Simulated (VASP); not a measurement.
# AlB2P3 in VASP: a series of runs, part 2 of 2

VASP 6.6.1. Earlier steps stand in the parts before.

**4. Single point, PBE**

The input, INCAR:

```
ALGO = Normal ; EDIFF = 1E-7
ENCUT = 520 ; GGA = PE
ISIF = 2 ; ISMEAR = 0
LASPH = T ; LCHARG = F
LREAL = F ; LWAVE = F
NBANDS = 36 ; NELM = 80
PREC = Accurate ; SIGMA = 0.1
```

The input, KPOINTS:

```
k-points
0
Gamma
  2 3 3
```

The input, POSCAR:

```
AlB2P3
1.0
   -0.0006034656     -0.0029557332      5.7285735526
    5.9480990939      0.0012464595     -0.0006522494
   -2.9730117424      5.1513195436     -0.0022530941
Al B P
2 4 6
Direct
    0.0043975043      0.6667400096      0.3335011352
    0.0042710387      0.3335351119      0.6668199857
    0.9941654126      1.0001566389      0.0001095548
    0.5027447736      0.3226231371     -0.0001420945
    0.5028409218     -0.0001148130      0.3226561125
    0.5028897292      0.6771429652      0.6771528453
    0.3607015796      0.9998794270      0.9998758512
    0.4108279591      0.6665362553      0.3332654732
    0.4107000353      0.3331240180      0.6665083515
    0.8520894373      0.2956955191      0.0001143405
    0.8522054629      1.0000873339      0.2956158357
    0.8521662056      0.7045943970      0.7045226091
```

Potentials or basis: VASP PAW PBE potentials, release 64 (Al, B, P).

Launch:

```
$ cat potpaw_PBE.64/Al/POTCAR potpaw_PBE.64/B/POTCAR potpaw_PBE.64/P/POTCAR > POTCAR
$ mpirun -np 1 vasp_std > vasp.out
```

OUTCAR:

```text
EDIFF = 1E-7
   ENCUT = 520
   GGA = PE
   ISIF = 2
   ISMEAR = 0
   LASPH = T
   LREAL = F
   NELM = 80
   PREC = Accurate

 ion  position               nearest neighbor table
   1  0.004  0.667  0.334-  10 2.28  12 2.28  11 2.28   8 2.33
   2  0.004  0.334  0.667-  11 2.28  12 2.28  10 2.28   9 2.33
   3  0.994  0.000  0.000-  12 1.94  10 1.94  11 1.94   7 2.10
   4  0.503  0.323  1.000-  10 2.01   9 2.08   8 2.08   7 2.08
   5  0.503  1.000  0.323-  11 2.01   8 2.08   9 2.08   7 2.08
   6  0.503  0.677  0.677-  12 2.01   8 2.08   9 2.08   7 2.09
   7  0.361  1.000  1.000-   5 2.08   4 2.08   6 2.09   3 2.10
   8  0.411  0.667  0.333-   6 2.08   5 2.08   4 2.08   1 2.33
   9  0.411  0.333  0.667-   4 2.08   6 2.08   5 2.08   2 2.33
  10  0.852  0.296  0.000-   3 1.94   4 2.01   1 2.28   2 2.28
  11  0.852  0.000  0.296-   3 1.94   5 2.01   2 2.28   1 2.28
  12  0.852  0.705  0.705-   3 1.94   6 2.01   1 2.28   2 2.28

  LATTYP: Found a triclinic cell.
 ALAT       =     5.9476799626
 B/A-ratio  =     1.7319266261
 C/A-ratio  =     1.3893506070
 COS(alpha) =     0.0001647226
 COS(beta)  =     0.3606218194
 COS(gamma) =     0.8659226069

  Lattice vectors:

 A1 = (   2.9730117424,  -5.1513195436,   0.0022530941)
 A2 = (   8.9211108363,  -5.1500730841,   0.0016008447)
 A3 = (  -2.9756908171,  -5.1555217363,   5.7314788961)

Analysis of symmetry for initial positions (statically):
=====================================================================
 Subroutine PRICEL returns:
 Original cell was already a primitive cell.

 Routine SETGRP: Setting up the symmetry group for a
 triclinic supercell.

 Subroutine GETGRP returns: Found  1 space group operations
 (whereof  1 operations were pure point group operations)
 out of a pool of  2 trial point group operations.

[... 146 lines left out ...]
   AEXX    =    0.0000 exact exchange contribution
   IVDW    =     0    specifies the selected vdW correction
   LEPSILON=     F    determine dielectric tensor
   LRPA    =     F    only Hartree local field effects (RPA)
 non-spin polarized calculation
 Gauss-broadening in eV      SIGMA  =   0.10
  energy-cutoff  :      520.00
  volume of cell :      175.55
 maximum number of plane-waves:      4764
 NGX is ok and might be reduce to    48
   NGX = 21   NGY = 23   NGZ = 23

 number of electron      48.0000001 magnetization

 Free energy of the ion-electron system (eV)
  ---------------------------------------------------
  ext. energy  EPLUGINS =         0.00000000
  ---------------------------------------------------
  free energy    TOTEN  =       -69.51422484 eV

  energy without entropy =      -69.51422484  energy(sigma->0) =      -69.51422484

 E-fermi :   7.1485     XC(G=0): -10.1704

 val. band max:        6.7123012377   @ k =   0.0000   0.0000   0.0000
 cond. band min:       7.7694201421   @ k =   0.0000   0.3333   0.3333
 fundamental gap:      1.0571189044
 Fermi energy:         7.1484728451

 k-point     1 :       0.0000    0.0000    0.0000
  band No.  band energies     occupation
      1      -7.7695      2.00000
      2      -5.2815      2.00000
      3      -4.3400      2.00000
      4      -4.2760      2.00000
      5      -4.2736      2.00000
      6      -4.0895      2.00000
[... 379 lines left out ...]
     35      11.1387      0.00000
     36      11.6672      0.00000

------------------------ aborting loop because EDIFF is reached ----------------------------------------

  FORCE on cell =-STRESS in cart. coord.  units (eV):
  Direction    XX          YY          ZZ          XY          YZ          ZX
  --------------------------------------------------------------------------------------
  -------------------------------------------------------------------------------------
  Total       -0.1266254     -0.1443884     -0.1917558     -0.0353356      0.0828247      0.0164271
  in kB       -1.1556751     -1.3177937     -1.7501027     -0.3224983      0.7559183      0.1499255
  external PRESSURE =      -1.4078572 kB  Pullay stress =       0.0000000 kB

 VOLUME and BASIS-vectors are now :
 -----------------------------------------------------------------------------
  energy-cutoff  :      520.00
  volume of cell :      175.55
      direct lattice vectors                 reciprocal lattice vectors
    -0.000603466 -0.002955733  5.728573553     0.000019124  0.000087388  0.174563573
     5.948099094  0.001246460 -0.000652249     0.168100615  0.097016939  0.000067765
    -2.973011742  5.151319544 -0.002253094    -0.000040664  0.194101593  0.000100145

 POSITION                                       TOTAL-FORCE (eV/Angst)
 -----------------------------------------------------------------------------------
      2.97433      1.71879      0.02401         0.005197     -0.002023     -0.005838
      0.00143      3.43541      0.02275        -0.003056     -0.000234     -0.004711
      0.00001     -0.00237      5.69515        -0.001291     -0.001078     -0.012834
     -1.05390      5.14950      2.87755         0.008596      0.005939      0.002313
      4.98785      1.66186      2.87918        -0.004159      0.009238      0.000471
      2.01423      3.48759      2.87887        -0.006454     -0.004879     -0.005858
      2.97452      5.15086      2.06340         0.000466      0.001737      0.011446
      2.97357      1.71637      2.35227         0.000805     -0.007193     -0.004462
     -0.00033      3.43260      2.35101         0.005574     -0.001355      0.002571
      1.75797     -0.00156      4.88106        -0.000262     -0.004065      0.008243
     -0.87886      1.52029      4.88126        -0.004311      0.001954      0.004595
      2.09593      3.62758      4.87965        -0.001104      0.001957      0.004066
 -----------------------------------------------------------------------------------
    total drift:                               -0.000066      0.000035     -0.000141

  FREE ENERGIE OF THE ION-ELECTRON SYSTEM (eV)
  ---------------------------------------------------
  free  energy   TOTEN  =       -69.5142248445 eV

  energy  without entropy=      -69.5142248445  energy(sigma->0) =      -69.51422484
```

Run time: 85 s. Hardware: 1 thread of Intel Xeon Platinum 8259CL at 2.50GHz (Skylake/Cascade Lake), shared host; peak memory 0.33 GiB.

Results:

| Item | Value |
| --- | --- |
| Free energy | -69.5142 eV |
| Pressure | -0.1 GPa |
| Largest force | 0.013 eV/Å |
| Band gap on the k mesh | 1.06 eV, indirect (least direct gap 1.10 eV) |

Forces in eV/Å, atoms in the order of the input:
```
Al   0.005 -0.002 -0.006
Al  -0.003  0.000 -0.005
B   -0.001 -0.001 -0.013
B    0.009  0.006  0.002
B   -0.004  0.009  0.000
B   -0.006 -0.005 -0.006
P    0.000  0.002  0.011
P    0.001 -0.007 -0.004
P    0.006 -0.001  0.003
P    0.000 -0.004  0.008
P   -0.004  0.002  0.005
P   -0.001  0.002  0.004
```

Stress tensor (GPa, compression positive):
```
-0.12 -0.03  0.01
-0.03 -0.13  0.08
 0.01  0.08 -0.18
```

Caveat: the k points lie up to 0.55 Å⁻¹ apart. A k mesh can miss the band edges.

**5. Summary**

| cell | k mesh | gap on the mesh (eV) | pressure (GPa) | largest force (eV/Å) |
| --- | --- | --- | --- | --- |
| a = 5.728, b = 5.949, c = 5.949 Å, angles 120.0, 90.0, 90.0°, 12 atoms | 2 × 3 × 3 | 1.06 | -0.1 | 0.06 |
| a = 5.948, b = 5.948, c = 5.726 Å, angles 90.0, 90.0, 120.0°, 12 atoms | 3 × 3 × 4 | 0.97 | -0.1 | 0.04 |
| a = 5.729, b = 5.948, c = 5.948 Å, angles 120.0, 90.0, 90.0°, 12 atoms | 2 × 3 × 3 | 1.06 | -0.1 | 0.01 |

Alike in all rows: task single point; level PBE; potentials or basis VASP PAW PBE potentials, release 64 (Al, B, P); no spin polarisation; cutoff (eV) 520; smearing gaussian 0.1 eV.

Caveats: some runs use coarse meshes.

Absolute energies hang on the potentials; compare differences alone.
